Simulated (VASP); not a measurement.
# Au (P2_1/m) in VASP: further runs

Au is run at these levels: PBE; tasks: single point.

Everything below comes from runs of VASP 6.6.1. Logs are shortened: lines on timing, memory, paths and dates and some standing lists are left out, and cuts for length are marked.

### Step 1. The cell of the first run

Symmetry: P2_1/m, No. 11, monoclinic system. Conventional cell: a = 2.900 Å, b = 4.880 Å, c = 2.900 Å, α = 90.00°, β = 120.00°, γ = 90.00°. Within 3.8 Å of Au (site symmetry m) lie 12 Au at 2.85 to 3.04 Å.

### Step 2. Single point, PBE (atom 1 (Au) moved by (-0.200, +0.000) A along [1 1 0] and z)

INCAR reads:

```
ALGO = Fast
EDIFF = 1E-7
ENCUT = 520
GGA = PE
ISIF = 2
ISMEAR = 0
LASPH = T
LCHARG = F
LREAL = F
LWAVE = F
NBANDS = 18
NELM = 100
PREC = Accurate
SIGMA = 0.15
```

KPOINTS reads:

```
k-points
0
Gamma
  18 18 10
```

POSCAR reads:

```
Au
1.0
    2.8999984104      0.0000000000      0.0000000000
   -1.4499992052      2.5114722944      0.0000000000
    0.0000000000      0.0000000000      4.8800000000
Au
2
Direct
    0.2564122517      0.6103565268      0.7500000000
    0.6666666667      0.3333333333      0.2500000000
```

Potentials or basis: VASP PAW PBE potentials, release 64 (Au).

Run with:

```
$ cat potpaw_PBE.64/Au/POTCAR > POTCAR
$ mpirun -np 1 vasp_std > vasp.out
```

OUTCAR:

```text
EDIFF = 1E-7
   ENCUT = 520
   GGA = PE
   ISIF = 2
   ISMEAR = 0
   LASPH = T
   LREAL = F
   NELM = 100
   PREC = Accurate

 ion  position               nearest neighbor table
   1  0.256  0.610  0.750-   2 2.85   2 2.85   2 3.00   2 3.00   2 3.04   2 3.04
   2  0.667  0.333  0.250-   1 2.85   1 2.85   1 3.00   1 3.00   1 3.04   1 3.04

  LATTYP: Found a hexagonal cell.
 ALAT       =     2.8999984104
 C/A-ratio  =     1.6827595431

  Lattice vectors:

 A1 = (   2.8999984104,   0.0000000000,   0.0000000000)
 A2 = (  -1.4499992052,   2.5114722944,   0.0000000000)
 A3 = (   0.0000000000,   0.0000000000,   4.8800000000)

Analysis of symmetry for initial positions (statically):
=====================================================================
 Subroutine PRICEL returns:
 Original cell was already a primitive cell.

 Routine SETGRP: Setting up the symmetry group for a
 hexagonal supercell.

 Subroutine GETGRP returns: Found  4 space group operations
 (whereof  1 operations were pure point group operations)
 out of a pool of 24 trial point group operations.

The static configuration has the point symmetry C_1 .
 The point group associated with its full space group is C_2h.

Analysis of symmetry for dynamics (positions and initial velocities):
=====================================================================
 Subroutine PRICEL returns:
 Original cell was already a primitive cell.

 Routine SETGRP: Setting up the symmetry group for a
 hexagonal supercell.

 Subroutine GETGRP returns: Found  4 space group operations
 (whereof  1 operations were pure point group operations)
 out of a pool of 24 trial point group operations.

The dynamic configuration has the point symmetry C_1 .
 The point group associated with its full space group is C_2h.

 Subroutine INISYM returns: Found  4 space group operations
 (whereof  1 operations are pure point group operations),
 and found     1 'primitive' translations

----------------------------------------------------------------------------------------

                                     Primitive cell

  volume of cell :      35.5423

  direct lattice vectors                    reciprocal lattice vectors
     2.899998410  0.000000000  0.000000000     0.344827775  0.199086409  0.000000000
    -1.449999205  2.511472294  0.000000000     0.000000000  0.398172818  0.000000000
     0.000000000  0.000000000  4.880000000     0.000000000  0.000000000  0.204918033

  length of vectors
     2.899998410  2.899998410  4.880000000     0.398172818  0.398172818  0.204918033

  position of ions in fractional coordinates (direct lattice)
     0.256412252  0.610356527  0.750000000
     0.666666667  0.333333333  0.250000000

  ion indices of the primitive-cell ions
   primitive index   ion index
                 1           1
                 2           2

----------------------------------------------------------------------------------------

 KPOINTS: k-points

Automatic generation of k-mesh.
 Grid dimensions read from file:
 generate k-points for:   18   18   10

 Generating k-lattice:

  Cartesian coordinates                     Fractional coordinates (reciprocal lattice)
     0.019157099  0.011060356  0.000000000     0.055555556  0.000000000  0.000000000
     0.000000000  0.022120712  0.000000000     0.000000000  0.055555556  0.000000000
     0.000000000  0.000000000  0.020491803     0.000000000  0.000000000  0.100000000

  Length of vectors
     0.022120712  0.022120712  0.020491803

  Shift w.r.t. Gamma in fractional coordinates (k-lattice)
     0.000000000  0.000000000  0.000000000

 Subroutine IBZKPT returns following result:
 ===========================================

 Found    984 irreducible k-points:

 Following reciprocal coordinates:
            Coordinates               Weight
  0.000000  0.000000  0.000000      1.000000
  0.055556  0.000000  0.000000      2.000000
  0.000000  0.055556  0.000000      2.000000
 -0.055556  0.055556  0.000000      2.000000
  0.111111  0.000000  0.000000      2.000000
  0.000000  0.111111  0.000000      2.000000
[... 16 lines left out ...]
  0.444444 -0.000000  0.000000      2.000000
  0.000000  0.444444  0.000000      2.000000
 [... further k-points ...]
   k-points           NKPTS =    984   k-points in BZ     NKDIM =    984   number of bands    NBANDS=     18
   number of dos      NEDOS =    301   number of ions     NIONS =      2
   total plane-waves  NPLWV =  20736
   dimension x,y,z NGX =    24 NGY =   24 NGZ =   36
   dimension x,y,z NGXF=    48 NGYF=   48 NGZF=   72
   ions per type =               2
   NGX,Y,Z   is equivalent  to a cutoff of  13.76, 13.76, 12.26 a.u.
   NGXF,Y,Z  is equivalent  to a cutoff of  27.52, 27.52, 24.53 a.u.
 SYSTEM =  unknown system
   PREC   = accura    normal or accurate (medium, high low for compatibility)
   ISTART =      0    job   : 0-new  1-cont  2-samecut
   ICHARG =      2    charge: 1-file 2-atom 10-const
   ISPIN  =      1    spin polarized calculation?
   LNONCOLLINEAR =      F non collinear calculations
   LSORBIT =      F    spin-orbit coupling
   LASPH  =      T    aspherical Exc in radial PAW
   ENCUT  =  520.0 eV  38.22 Ry    6.18 a.u.   5.39  5.39  9.07*2*pi/ulx,y,z
   NELM   =    100;   NELMIN=  2; NELMDL= -5     # of ELM steps
   EDIFF  = 0.1E-06   stopping-criterion for ELM
   LREAL  =      F    real-space projection
   EDIFFG = 0.1E-05   stopping-criterion for IOM
   NSW    =      0    number of steps for IOM
   IBRION =     -1    ionic relax: 0-MD 1-quasi-New 2-CG
   NFREE  =      0    steps in history (QN), initial steepest desc. (CG)
   ISIF   =      2    stress and relaxation
   ISYM   =      2    0-nonsym 1-usesym 2-fastsym
   POTIM  = 0.5000    time-step for ionic-motion
   TEBEG  =    0.0;   TEEND  =   0.0 temperature during run
   PSTRESS=    0.0 pullay stress
   NELECT =      22.0000    total number of electrons
   NUPDOWN=      -1.0000    fix difference up-down
   EMIN   =  10.00;   EMAX   =-10.00  energy-range for DOS
   EFERMI =   0.00;   METHOD = LEGACY
   ISMEAR =     0;   SIGMA  =   0.15  broadening in eV -4-tet -1-fermi 0-gaus
   EFERMI_NEDOS =   21; number of points for ismear=-14 and -15
   IALGO  =     68    algorithm
   IMIX   =      4    mixing-type and parameters
     AMIX     =   0.40;   BMIX     =  1.00
     AMIX_MAG =   1.60;   BMIX_MAG =  1.00
  volume/ion in A,a.u.               =      17.77       119.93
  Fermi-wavevector in a.u.,A,eV,Ry     =   1.395191  2.636529 26.484537  1.946559
  Thomas-Fermi vector in A             =   2.518667
   LORBIT       =      0    0 simple, 1 ext, 2 COOP (PROOUT), +10 PAW based schemes
   GGA     = PE    functional components
   LHFCALC =     F    Hartree Fock is set to
   AEXX    =    0.0000 exact exchange contribution
   IVDW    =     0    specifies the selected vdW correction
   LEPSILON=     F    determine dielectric tensor
   LRPA    =     F    only Hartree local field effects (RPA)
 non-spin polarized calculation
 RMM-DIIS sequential band-by-band and
 Gauss-broadening in eV      SIGMA  =   0.15
  energy-cutoff  :      520.00
  volume of cell :       35.54
 maximum number of plane-waves:       984
 NGX is ok and might be reduce to    24
   NGX = 11   NGY = 11   NGZ = 19

 number of electron      22.0000000 magnetization

 Free energy of the ion-electron system (eV)
  ---------------------------------------------------
  ext. energy  EPLUGINS =         0.00000000
  ---------------------------------------------------
  free energy    TOTEN  =        -6.41428323 eV

  energy without entropy =       -6.40483023  energy(sigma->0) =       -6.40955673

 E-fermi :   8.7613     XC(G=0): -12.4639

 val. band max:        8.7609813759   @ k =  -0.2778   0.3333  -0.3000
 cond. band min:       8.7641835019   @ k =   0.5000  -0.1111   0.0000
 fundamental gap:      0.0032021260
 Fermi energy:         8.7613105822

 k-point     1 :       0.0000    0.0000    0.0000
  band No.  band energies     occupation
      1      -0.6308      2.00000
      2       1.7654      2.00000
      3       4.0230      2.00000
      4       4.3753      2.00000
      5       4.4735      2.00000
      6       4.6334      2.00000
[... 10 lines left out ...]
     17      26.5511      0.00000
     18      27.6462      0.00000

 k-point     2 :       0.0556    0.0000    0.0000
  band No.  band energies     occupation
      1      -0.5349      2.00000
      2       1.8472      2.00000
      3       4.0037      2.00000
      4       4.3710      2.00000
      5       4.5325      2.00000
      6       4.6924      2.00000
[... 10 lines left out ...]
     17      26.1099      0.00000
     18      26.8757      0.00000

 k-point     3 :       0.0000    0.0556    0.0000
  band No.  band energies     occupation
      1      -0.5367      2.00000
      2       1.8415      2.00000
      3       4.0235      2.00000
      4       4.4279      2.00000
      5       4.4811      2.00000
      6       4.6149      2.00000
[... 10 lines left out ...]
     17      26.0148      0.00000
     18      27.1793      0.00000

 k-point     4 :      -0.0556    0.0556    0.0000
  band No.  band energies     occupation
      1      -0.5361      2.00000
      2       1.8435      2.00000
      3       4.0215      2.00000
      4       4.4025      2.00000
      5       4.5052      2.00000
      6       4.6190      2.00000
[... 375 lines left out ...]
      4       4.4794      2.00000
      5       4.5117      2.00000
      6       4.8439      2.00000
[... 10 lines left out ...]
     17      21.5344      0.00000
     18      24.2987      0.00000

 k-point    23 :       0.4444   -0.0000    0.0000
  band No.  band energies     occupation
      1       2.3097      2.00000
      2       2.5220      2.00000
      3       3.0379      2.00000
      4       4.2220      2.00000
      5       4.5495      2.00000
      6       4.5816      2.00000
[... 10 lines left out ...]
     17      19.8301      0.00000
     18      23.8363      0.00000

 k-point    24 :       0.0000    0.4444    0.0000
  band No.  band energies     occupation
      1       2.1017      2.00000
      2       2.3059      2.00000
      3       2.7199      2.00000
      4       4.4084      2.00000
      5       4.6993      2.00000
      6       4.9185      2.00000
[... 10 lines left out ...]
     17      21.1095      0.00000
     18      23.7775      0.00000

 [... further k-points ...]
[... 5 lines left out ...]
  --------------------------------------------------------------------------------------
  -------------------------------------------------------------------------------------
  Total        0.4767076      0.3348969      0.5405992      0.0783392      0.0000000      0.0000000
  in kB       21.4890245     15.0964829     24.3691310      3.5313757      0.0000000      0.0000000
  external PRESSURE =      20.3182128 kB  Pullay stress =       0.0000000 kB

 VOLUME and BASIS-vectors are now :
 -----------------------------------------------------------------------------
  energy-cutoff  :      520.00
  volume of cell :       35.54
      direct lattice vectors                 reciprocal lattice vectors
     2.899998410  0.000000000  0.000000000     0.344827775  0.199086409  0.000000000
    -1.449999205  2.511472294  0.000000000     0.000000000  0.398172818  0.000000000
     0.000000000  0.000000000  4.880000000     0.000000000  0.000000000  0.204918033

 POSITION                                       TOTAL-FORCE (eV/Angst)
 -----------------------------------------------------------------------------------
     -0.14142      1.53289      3.66000         0.120482      0.066831      0.000000
      1.45000      0.83716      1.22000        -0.120482     -0.066831      0.000000
 -----------------------------------------------------------------------------------
    total drift:                                0.000003      0.000006      0.000000

  FREE ENERGIE OF THE ION-ELECTRON SYSTEM (eV)
  ---------------------------------------------------
  free  energy   TOTEN  =        -6.4142832269 eV

  energy  without entropy=       -6.4048302320  energy(sigma->0) =       -6.40955673
```

It took 12 min on 1 thread of Intel Xeon 8259CL, shared host; peak memory 0.59 GiB.

Results:

| Property | Result |
| --- | --- |
| Free energy | -6.4143 eV |
| Pressure | 2.0 GPa |
| Largest force | 0.138 eV/Å |
| Band gap on the k mesh | zero (bands 11 and 12 overlap by 6.47 eV) |

Forces on the atoms (eV/Å):
```
Au   0.120  0.067  0.000
Au  -0.120 -0.067  0.000
```

Stress tensor (GPa, compression positive):
```
2.15 0.35 0.00
0.35 1.51 0.00
0.00 0.00 2.44
```

Caveat: the cell differs from its parent crystal (atom 1 (Au) moved by (-0.200, +0.000) A along [1 1 0] and z); spin-orbit coupling is left out, which moves the levels of the heavy elements.

(Continued in part 2 of 2.)
